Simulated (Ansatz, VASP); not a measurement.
## Two plane-wave programs on ZrPb2O5

```
CELL_PARAMETERS angstrom
5.85810 0.00000 0.00000
-2.92905 5.07326 0.00000
0.00000 0.00000 4.87628
ATOMIC_POSITIONS crystal
Zr 0.00000 0.00000 0.50000
Pb 0.33333 0.66667 0.50000
Pb 0.66667 0.33333 0.50000
O 0.00000 0.00000 0.87107
O 0.00000 0.00000 0.12893
O 0.50000 0.00000 0.00000
O 0.00000 0.50000 0.00000
O 0.50000 0.50000 0.00000
```

Alike in both runs: functional PBE; k mesh 3 × 3 × 2; occupations gaussian, width 0.15 eV; no spin polarisation.

Ansatz relaxed the structure, and its values are those at the end. VASP's run is a single point on that final structure, the one shown.

```csv
,VASP,Ansatz
version,VASP 6.6.1,Ansatz 0.2.0
potentials or method,"VASP PAW PBE potentials, release 64 (Zr_sv, Pb_d, O), cutoff 520 eV","scalar-relativistic, plane waves, PAW"
valence electrons in the cell,70,70
```

Ansatz gave:

- gap on the k mesh at the Fermi level (eV): none
- pressure (GPa): 0.0
- rms of the force components (eV/Å): 0.007

Q: What did VASP give for the same quantities?

A: gap on the k mesh at the Fermi level (eV): none; pressure (GPa): 0.2; rms of the force components (eV/Å): 0.148.

A gap of «none» marks a metal or a gap that the smearing closes. One of these differences is far larger than is usual between the two programs; its cause wasn't traced.

The k mesh is coarse, so the values compare programs but aren't converged. Neither program's run includes spin-orbit coupling. Noted on VASP's run: the standard files for N, O and F lose accuracy on very short bonds.
